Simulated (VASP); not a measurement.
# GaN (F-43m) in VASP: a series of runs

GaN is run at these levels: PBE; tasks: relaxation of cell and atoms.

All numbers are computed with VASP 6.6.1; they aren't measurements. Logs are shortened: lines on timing, memory, paths and dates and some standing lists are left out, and cuts for length are marked.

## (1) The cell of the first run

Symmetry: F-43m, No. 216, cubic system. Conventional cell: a = 4.507 Å, b = 4.507 Å, c = 4.507 Å, α = 90.00°, β = 90.00°, γ = 90.00°. Ga (site symmetry -43m) has 4 N at 1.95 Å within 2.6 Å. Within 2.6 Å of N (site symmetry -43m) lie 4 Ga at 1.95 Å.

## (2) Relaxation of cell and atoms, PBE

INCAR

```
ALGO     = Normal         # electronic algorithm
EDIFF    = 1E-7           # SCF threshold, eV
EDIFFG   = -0.01          # ionic threshold
ENCUT    = 600            # plane-wave cutoff, eV
GGA      = PE             # functional
GGA_COMPAT= F            
IBRION   = 2              # ionic algorithm
ISIF     = 3              # what is computed and relaxed
ISMEAR   = 0              # smearing method
LASPH    = T              # aspherical terms in the spheres
LCHARG   = F              # write CHGCAR
LREAL    = F              # projectors in reciprocal space
LWAVE    = F              # write WAVECAR
NELM     = 120            # most SCF steps
NELMIN   = 4            
NSW      = 80             # ionic steps
PREC     = Accurate       # precision mode
SIGMA    = 0.01           # smearing width, eV
```

KPOINTS

```
k-points
0
Gamma
  8 8 8
```

POSCAR

```
GaN
1.0
    0.0000000000      2.2535000000      2.2535000000
    2.2535000000      0.0000000000      2.2535000000
    2.2535000000      2.2535000000      0.0000000000
Ga N
1 1
Direct
    0.0000000000      0.0000000000      0.0000000000
    0.7500000000      0.7500000000      0.7500000000
```

Potentials or basis: VASP PAW PBE potentials, release 64 (Ga_d, N).

The run is started by

```
cat potpaw_PBE.64/Ga_d/POTCAR potpaw_PBE.64/N/POTCAR > POTCAR
mpirun -np 1 vasp_std > vasp.out
```

OUTCAR:

```text
EDIFF = 1E-7
   EDIFFG = -0.01
   ENCUT = 600
   GGA = PE
   IBRION = 2
   ISIF = 3
   ISMEAR = 0
   LASPH = T
   LREAL = F
   NELM = 120
   NELMIN = 4
   NSW = 80
   PREC = Accurate

 ion  position               nearest neighbor table
   1  0.000  0.000  0.000-   2 1.95   2 1.95   2 1.95   2 1.95
   2  0.750  0.750  0.750-   1 1.95   1 1.95   1 1.95   1 1.95

  LATTYP: Found a face centered cubic cell.
 ALAT       =     4.5070000000

  Lattice vectors:

 A1 = (   0.0000000000,   2.2535000000,   2.2535000000)
 A2 = (   2.2535000000,   0.0000000000,   2.2535000000)
 A3 = (   2.2535000000,   2.2535000000,   0.0000000000)

Analysis of symmetry for initial positions (statically):
=====================================================================
 Subroutine PRICEL returns:
 Original cell was already a primitive cell.

 Routine SETGRP: Setting up the symmetry group for a
 face centered cubic supercell.

 Subroutine GETGRP returns: Found 24 space group operations
 (whereof 24 operations were pure point group operations)
 out of a pool of 48 trial point group operations.

The static configuration has the point symmetry T_d .

Analysis of symmetry for dynamics (positions and initial velocities):
=====================================================================
 Subroutine PRICEL returns:
 Original cell was already a primitive cell.

 Routine SETGRP: Setting up the symmetry group for a
 face centered cubic supercell.

 Subroutine GETGRP returns: Found 24 space group operations
 (whereof 24 operations were pure point group operations)
 out of a pool of 48 trial point group operations.

The dynamic configuration has the point symmetry T_d .

 Subroutine INISYM returns: Found 24 space group operations
 (whereof 24 operations are pure point group operations),
 and found     1 'primitive' translations

----------------------------------------------------------------------------------------

                                     Primitive cell

  volume of cell :      22.8877

  direct lattice vectors                    reciprocal lattice vectors
     0.000000000  2.253500000  2.253500000    -0.221877080  0.221877080  0.221877080
     2.253500000  0.000000000  2.253500000     0.221877080 -0.221877080  0.221877080
     2.253500000  2.253500000  0.000000000     0.221877080  0.221877080 -0.221877080

  length of vectors
     3.186930263  3.186930263  3.186930263     0.384302376  0.384302376  0.384302376

  position of ions in fractional coordinates (direct lattice)
     0.000000000  0.000000000  0.000000000
     0.750000000  0.750000000  0.750000000

[... 94 lines left out ...]
   IMIX   =      4    mixing-type and parameters
     AMIX     =   0.40;   BMIX     =  1.00
     AMIX_MAG =   1.60;   BMIX_MAG =  1.00
  volume/ion in A,a.u.               =      11.44        77.23
  Fermi-wavevector in a.u.,A,eV,Ry     =   1.511117  2.855597 31.068560  2.283475
  Thomas-Fermi vector in A             =   2.621217
   LORBIT       =      0    0 simple, 1 ext, 2 COOP (PROOUT), +10 PAW based schemes
   GGA     = PE    functional components
   LHFCALC =     F    Hartree Fock is set to
   AEXX    =    0.0000 exact exchange contribution
   IVDW    =     0    specifies the selected vdW correction
   LEPSILON=     F    determine dielectric tensor
   LRPA    =     F    only Hartree local field effects (RPA)
 conjugate gradient relaxation of ions
 non-spin polarized calculation
 Gauss-broadening in eV      SIGMA  =   0.01
  energy-cutoff  :      600.00
  volume of cell :       22.89
 maximum number of plane-waves:       778
 NGX is ok and might be reduce to    28
   NGX = 13   NGY = 13   NGZ = 13

--------------------------------------- Ionic step        1  -------------------------------------------

 number of electron      18.0000005 magnetization

 Free energy of the ion-electron system (eV)
  ---------------------------------------------------
  ext. energy  EPLUGINS =         0.00000000
  ---------------------------------------------------
  free energy    TOTEN  =       -12.14419098 eV

  energy without entropy =      -12.14419098  energy(sigma->0) =      -12.14419098

------------------------ aborting loop because EDIFF is reached ----------------------------------------

  FORCE on cell =-STRESS in cart. coord.  units (eV):
  Direction    XX          YY          ZZ          XY          YZ          ZX
  --------------------------------------------------------------------------------------
  -------------------------------------------------------------------------------------
  Total        0.7017734      0.7017734      0.7017734      0.0000000      0.0000000      0.0000000
  in kB       49.1252556     49.1252556     49.1252556      0.0000000      0.0000000      0.0000000
  external PRESSURE =      49.1252556 kB  Pullay stress =       0.0000000 kB
[... 59 lines left out ...]
--------------------------------------- Ionic step        3  -------------------------------------------

 number of electron      18.0000002 magnetization

 Free energy of the ion-electron system (eV)
  ---------------------------------------------------
  ext. energy  EPLUGINS =         0.00000000
  ---------------------------------------------------
  free energy    TOTEN  =       -12.15362566 eV

  energy without entropy =      -12.15362566  energy(sigma->0) =      -12.15362566

 E-fermi :   5.0783     XC(G=0): -11.5217

 val. band max:        4.9897497060   @ k =   0.0000   0.0000   0.0000
 cond. band min:       6.5380104732   @ k =   0.0000   0.0000   0.0000
 fundamental gap:      1.5482607672
 Fermi energy:         5.0782771596

 k-point     1 :       0.0000    0.0000    0.0000
  band No.  band energies     occupation
      1     -10.7156      2.00000
      2      -8.4337      2.00000
      3      -8.4337      2.00000
      4      -8.4337      2.00000
      5      -8.1407      2.00000
      6      -8.1407      2.00000
      7       4.9897      2.00000
      8       4.9897      2.00000
      9       4.9897      2.00000
     10       6.5380      0.00000
     11      15.1204      0.00000
     12      15.1204      0.00000
     13      15.1204      0.00000
[... 354 lines left out ...]
  band No.  band energies     occupation
      1      -9.8111      2.00000
      2      -8.3372      2.00000
      3      -8.2802      2.00000
      4      -8.1578      2.00000
      5      -8.1098      2.00000
      6      -6.5903      2.00000
      7      -1.2715      2.00000
      8       2.0654      2.00000
      9       3.2843      2.00000
     10      11.4057      0.00000
     11      11.9403      0.00000
     12      14.8830      0.00000
     13      16.5105      0.00000

 [... further k-points ...]
[... 5 lines left out ...]
  --------------------------------------------------------------------------------------
  -------------------------------------------------------------------------------------
  Total       -0.0031571     -0.0031571     -0.0031571     -0.0000000      0.0000000      0.0000000
  in kB       -0.2150590     -0.2150590     -0.2150590     -0.0000000      0.0000000      0.0000000
  external PRESSURE =      -0.2150590 kB  Pullay stress =       0.0000000 kB
[... 17 lines left out ...]
  FREE ENERGIE OF THE ION-ELECTRON SYSTEM (eV)
  ---------------------------------------------------
  free  energy   TOTEN  =       -12.1536256555 eV

  energy  without entropy=      -12.1536256555  energy(sigma->0) =      -12.15362566

 reached required accuracy - stopping structural energy minimisation
```

CONTCAR:

```text
GaN
   1.00000000000000
    -0.0000000000000000    2.2740698698389656    2.2740698698389656
     2.2740698698389656    0.0000000000000000    2.2740698698389656
     2.2740698698389656    2.2740698698389656    0.0000000000000000
  Ga              N
     1     1
Direct
     0.0000000000000000    0.0000000000000000    0.0000000000000000
     0.7500000000000000    0.7500000000000000    0.7500000000000000

  0.00000000E+00  0.00000000E+00  0.00000000E+00
  0.00000000E+00  0.00000000E+00  0.00000000E+00
```

It took 27 s on 1 thread of Intel Xeon Platinum 8488C (Sapphire Rapids), shared host; peak memory 0.17 GiB.

Results:

```yaml
Free_energy: -12.1536 eV
Relaxed_volume: 11.76 Å³/atom
Relaxed_cell: a = 3.216 Å, b = 3.216 Å, c = 3.216 Å, α = 60.00°, β = 60.00°, γ = 60.00°
Space_group_after_relaxing_to_0.05_Å: F-43m (No. 216)
Energy_gained_by_relaxing: 4.7 meV/atom
Ionic_steps: 3
Pressure_after_relaxing: 0.0 GPa
Band_gap_on_the_k_mesh: 1.55 eV, direct
```

The path:
| step | energy change (eV) | largest force (eV/Å) | pressure (GPa) | volume (Å³) |
| --- | --- | --- | --- | --- |
| 1 | 0.0000 | 0.0000 | 4.91 | 22.89 |
| 2 | -0.0029 | 0.0000 | -3.73 | 24.07 |
| 3 | -0.0094 | 0.0000 | -0.02 | 23.52 |

Final structure:
```yaml
crystal:
  lattice:
    - [0.00000, 2.27407, 2.27407]
    - [2.27407, 0.00000, 2.27407]
    - [2.27407, 2.27407, 0.00000]
  atoms:
    - { symbol: Ga, position: [0.00000, 0.00000, 0.00000] }
    - { symbol: N, position: [0.75000, 0.75000, 0.75000] }
```

PBE gaps usually lie below the measured ones, often by a third to a half.

## (3) Relaxation of cell and atoms, PBE, target pressure 10 GPa, at which the enthalpy is minimised

INCAR

```
PREC = Accurate
ENCUT = 600
EDIFF = 1E-7
ISMEAR = 0
SIGMA = 0.01
LREAL = False
LASPH = True
NELM = 120
ALGO = Normal
ISIF = 3
LWAVE = False
LCHARG = False
GGA = PE
IBRION = 2
NSW = 80
EDIFFG = -0.01
PSTRESS = 100.0
GGA_COMPAT = False
NELMIN = 4
```

KPOINTS

```
Automatic mesh
0
Gamma
  8 8 8
```

POSCAR is that of step 2.

Potentials or basis: VASP PAW PBE potentials, release 64 (Ga_d, N).

The run is started by

```
cat potpaw_PBE.64/Ga_d/POTCAR potpaw_PBE.64/N/POTCAR > POTCAR
mpirun -np 1 vasp_std > vasp.out
```

Wall time 25 s (1 thread of Intel Xeon Platinum 8488C (Sapphire Rapids), shared host); peak memory 0.17 GiB.

It converged, with:

```
Free energy                                            : -12.1182 eV
Relaxed volume                                         : 11.16 Å³/atom
Relaxed cell                                           : a = 3.161 Å, b = 3.161 Å, c = 3.161 Å, α = 60.00°, β = 60.00°, γ = 60.00°
Space group after relaxing (to 0.05 Å)                 : F-43m (No. 216)
Energy change on relaxing (the enthalpy is what falls) : +13.0 meV/atom
Ionic steps                                            : 3
Pressure after relaxing                                : 10.0 GPa
Band gap on the k mesh                                 : 1.89 eV, direct
```

Step by step:
```csv
step,energy change (eV),largest force (eV/Å),pressure (GPa),volume (Å³)
1,0.0000,0.0000,4.91,22.89
2,0.0764,0.0000,16.29,21.71
3,0.0260,0.0000,10.00,22.32
```

Final structure:
```
Ga N
1.0
     0.00000    2.23482    2.23482
     2.23482    0.00000    2.23482
     2.23482    2.23482    0.00000
Ga N
1 1
Direct
  0.00000 0.00000 0.00000
  0.75000 0.75000 0.75000
```

Levels at points of the mesh, in eV from the valence-band top:
```tsv
k point	band 6	band 7	band 8	band 9	band 10	band 11	band 12	band 13
(0.00, 0.00, 0.00)	-13.12	0.00	0.00	0.00	1.89	10.46	10.46	10.46
(0.50, 0.00, 0.00)	-11.88	-7.20	-1.00	-1.00	4.81	8.85	10.50	10.50
(0.50, 0.50, 0.00)	-11.46	-6.23	-2.79	-2.79	3.36	6.81	11.89	14.23
```

Caveat: the cell is relaxed towards a set pressure, so the enthalpy falls and the energy may rise.

## (4) Relaxation of cell and atoms, PBE, target pressure 20 GPa, at which the enthalpy is minimised

INCAR

```
PREC = Accurate
ENCUT = 600
EDIFF = 1E-7
ISMEAR = 0
SIGMA = 0.01
LREAL = F
LASPH = T
NELM = 120
ALGO = Normal
ISIF = 3
LWAVE = F
LCHARG = F
GGA = PE
IBRION = 2
NSW = 80
EDIFFG = -0.01
PSTRESS = 200.0
GGA_COMPAT = F
NELMIN = 4
```

KPOINTS is that of step 3.

POSCAR is that of step 3.

Potentials or basis: VASP PAW PBE potentials, release 64 (Ga_d, N).

The run is started by

```
cat potpaw_PBE.64/Ga_d/POTCAR potpaw_PBE.64/N/POTCAR > POTCAR
mpirun -np 1 vasp_std > vasp.out
```

OUTCAR:

```text
PREC = Accurate
   ENCUT = 600
   EDIFF = 1E-7
   ISMEAR = 0
   LREAL = F
   LASPH = T
   NELM = 120
   ISIF = 3
   GGA = PE
   IBRION = 2
   NSW = 80
   EDIFFG = -0.01
   PSTRESS = 200.0
   NELMIN = 4

 ion  position               nearest neighbor table
   1  0.000  0.000  0.000-   2 1.95   2 1.95   2 1.95   2 1.95
   2  0.750  0.750  0.750-   1 1.95   1 1.95   1 1.95   1 1.95

  LATTYP: Found a face centered cubic cell.
 ALAT       =     4.5070000000

  Lattice vectors:

 A1 = (   0.0000000000,   2.2535000000,   2.2535000000)
 A2 = (   2.2535000000,   0.0000000000,   2.2535000000)
 A3 = (   2.2535000000,   2.2535000000,   0.0000000000)

Analysis of symmetry for initial positions (statically):
=====================================================================
 Subroutine PRICEL returns:
 Original cell was already a primitive cell.

 Routine SETGRP: Setting up the symmetry group for a
[... 176 lines left out ...]
  --------------------------------------------------------------------------------------
  -------------------------------------------------------------------------------------
  Total        0.7017734      0.7017734      0.7017734      0.0000000      0.0000000      0.0000000
  in kB       49.1252556     49.1252556     49.1252556      0.0000000      0.0000000      0.0000000
  external PRESSURE =    -150.8747444 kB  Pullay stress =     200.0000000 kB
[... 101 lines left out ...]
--------------------------------------- Ionic step        4  -------------------------------------------

 number of electron      17.9999998 magnetization

 Free energy of the ion-electron system (eV)
  ---------------------------------------------------
  ext. energy  EPLUGINS =         0.00000000
  ---------------------------------------------------
  free energy    TOTEN  =       -12.03188521 eV

  energy without entropy =      -12.03188521  energy(sigma->0) =      -12.03188521

 E-fermi :   6.1705     XC(G=0): -12.0344

 val. band max:        6.0481433045   @ k =   0.0000   0.0000   0.0000
 cond. band min:       8.2109049370   @ k =   0.0000   0.0000   0.0000
 fundamental gap:      2.1627616325
 Fermi energy:         6.1705145332

 k-point     1 :       0.0000    0.0000    0.0000
  band No.  band energies     occupation
      1     -10.4915      2.00000
      2      -7.4708      2.00000
      3      -7.4708      2.00000
      4      -7.4708      2.00000
      5      -7.0756      2.00000
      6      -7.0756      2.00000
      7       6.0481      2.00000
      8       6.0481      2.00000
      9       6.0481      2.00000
     10       8.2109      0.00000
     11      16.7788      0.00000
     12      16.7788      0.00000
     13      16.7788      0.00000
[... 354 lines left out ...]
  band No.  band energies     occupation
      1      -9.2330      2.00000
      2      -7.3457      2.00000
      3      -7.2694      2.00000
      4      -7.1040      2.00000
      5      -7.0369      2.00000
      6      -5.4937      2.00000
      7      -0.7686      2.00000
      8       2.8474      2.00000
      9       4.1182      2.00000
     10      13.1551      0.00000
     11      13.2729      0.00000
     12      16.6314      0.00000
     13      18.2147      0.00000

 [... further k-points ...]
[... 5 lines left out ...]
  --------------------------------------------------------------------------------------
  -------------------------------------------------------------------------------------
  Total        2.6677478      2.6677478      2.6677478      0.0000000     -0.0000000      0.0000000
  in kB      199.8471615    199.8471615    199.8471615      0.0000000     -0.0000000      0.0000000
  external PRESSURE =      -0.1528385 kB  Pullay stress =     200.0000000 kB
[... 21 lines left out ...]
  energy  without entropy=      -12.0318852119  energy(sigma->0) =      -12.03188521

  enthalpy is  TOTEN    =        -9.3620971657 eV   P V=        2.6697880462

 reached required accuracy - stopping structural energy minimisation
```

CONTCAR:

```text
GaN
   1.00000000000000
    -0.0000000000000000    2.2031418407787742    2.2031418407787742
     2.2031418407787742    0.0000000000000000    2.2031418407787742
     2.2031418407787742    2.2031418407787742    0.0000000000000000
  Ga              N
     1     1
Direct
     1.0000000000000000    1.0000000000000000    0.0000000000000000
     0.7500000000000000    0.7500000000000000    0.7500000000000000

  0.00000000E+00  0.00000000E+00  0.00000000E+00
  0.00000000E+00  0.00000000E+00  0.00000000E+00
```

Run time: 37 s. Hardware: 1 thread of Intel Xeon Platinum 8488C (Sapphire Rapids), shared host; peak memory 0.17 GiB.

Results:

| Property | Result |
| --- | --- |
| Free energy | -12.0319 eV |
| Relaxed volume | 10.69 Å³/atom |
| Relaxed cell | a = 3.116 Å, b = 3.116 Å, c = 3.116 Å, α = 60.00°, β = 60.00°, γ = 60.00° |
| Space group after relaxing (to 0.05 Å) | F-43m (No. 216) |
| Energy change on relaxing (the enthalpy is what falls) | +56.2 meV/atom |
| Ionic steps | 4 |
| Pressure after relaxing | 20.0 GPa |
| Band gap on the k mesh | 2.16 eV, direct |

Step by step:
| step | energy change (eV) | largest force (eV/Å) | pressure (GPa) | volume (Å³) |
| --- | --- | --- | --- | --- |
| 1 | 0.0000 | 0.0000 | 4.91 | 22.89 |
| 2 | 0.5008 | 0.0000 | 48.12 | 19.50 |
| 3 | 0.1088 | 0.0000 | 19.66 | 21.42 |
| 4 | 0.1123 | 0.0000 | 19.98 | 21.39 |

Final structure:
```xyz
2
Lattice="0.0000 2.2031 2.2031 2.2031 0.0000 2.2031 2.2031 2.2031 0.0000" Properties=species:S:1:pos:R:3 pbc="T T T"
Ga    2.2031    2.2031    4.4063
N     3.3047    3.3047    3.3047
```

Caveat: the cell is relaxed towards a set pressure, so the enthalpy falls and the energy may rise. A hybrid or GW would open this gap; PBE tends to underestimate it.

## (5) Relaxation of cell and atoms, PBE, target pressure 30 GPa, at which the enthalpy is minimised

INCAR

```
SYSTEM = GaN
PREC = Accurate
ENCUT = 600
EDIFF = 1E-7
ISMEAR = 0
SIGMA = 0.01
LREAL = .False.
LASPH = .True.
NELM = 120
ALGO = Normal
ISIF = 3
LWAVE = .False.
LCHARG = .False.
GGA = PE
IBRION = 2
NSW = 80
EDIFFG = -0.01
PSTRESS = 300.0
GGA_COMPAT = .False.
NELMIN = 4
```

KPOINTS

```
Automatic mesh
0
Gamma
  8 8 8
  0 0 0
```

POSCAR is that of step 4.

The run is started by

```
cat potpaw_PBE.64/Ga_d/POTCAR potpaw_PBE.64/N/POTCAR > POTCAR
mpirun -np 1 vasp_std > vasp.out
```

Wall time 52 s (1 thread of Intel Xeon Platinum 8488C (Sapphire Rapids), shared host); peak memory 0.17 GiB.

It converged, with:

```yaml
Free_energy: -11.9123 eV
Relaxed_volume: 10.31 Å³/atom
Relaxed_cell: a = 3.078 Å, b = 3.078 Å, c = 3.078 Å, α = 60.00°, β = 60.00°, γ = 60.00°
Space_group_after_relaxing_to_0.05_Å: F-43m (No. 216)
Energy_change_on_relaxing_the_enthalpy_is_what_falls: +115.9 meV/atom
Ionic_steps: 7
Pressure_after_relaxing: 30.0 GPa
Band_gap_on_the_k_mesh: 2.40 eV, direct
```

The path:
| step | energy change (eV) | largest force (eV/Å) | pressure (GPa) | volume (Å³) |
| --- | --- | --- | --- | --- |
| 1 | 0.0000 | 0.0000 | 4.91 | 22.89 |
| 2 | 1.4048 | 0.0000 | 97.31 | 17.45 |
| 3 | 0.2132 | 0.0000 | 28.57 | 20.72 |
| 4 | 0.2287 | 0.0000 | 29.83 | 20.63 |
| 5 | 0.2369 | 0.0000 | 30.42 | 20.59 |
| 6 | 0.2238 | 0.0000 | 29.29 | 20.66 |
| 7 | 0.2318 | 0.0000 | 30.03 | 20.62 |

Final structure:
```cif
data_structure
_symmetry_space_group_name_H-M 'P 1'
_symmetry_Int_Tables_number 1
_cell_length_a 3.0778
_cell_length_b 3.0778
_cell_length_c 3.0778
_cell_angle_alpha 60.000
_cell_angle_beta 60.000
_cell_angle_gamma 60.000
_cell_volume 20.62
loop_
_atom_site_label
_atom_site_type_symbol
_atom_site_fract_x
_atom_site_fract_y
_atom_site_fract_z
_atom_site_occupancy
Ga1 Ga 0.00000 0.00000 0.00000 1
N1 N 0.75000 0.75000 0.75000 1
```

Levels at points of the mesh, in eV from the valence-band top:
| k point | band 7 | band 8 | band 9 | band 10 | band 11 | band 12 |
| --- | --- | --- | --- | --- | --- | --- |
| (0.00, 0.00, 0.00) | 0.00 | 0.00 | 0.00 | 2.40 | 10.96 | 10.96 |
| (0.50, 0.00, 0.00) | -7.77 | -1.11 | -1.11 | 5.37 | 9.24 | 10.91 |
| (0.50, 0.50, 0.00) | -6.57 | -3.10 | -3.10 | 3.37 | 7.27 | 12.50 |

Caveat: the cell is relaxed towards a set pressure, so the enthalpy falls and the energy may rise.

(Continued in part 2 of 2.)
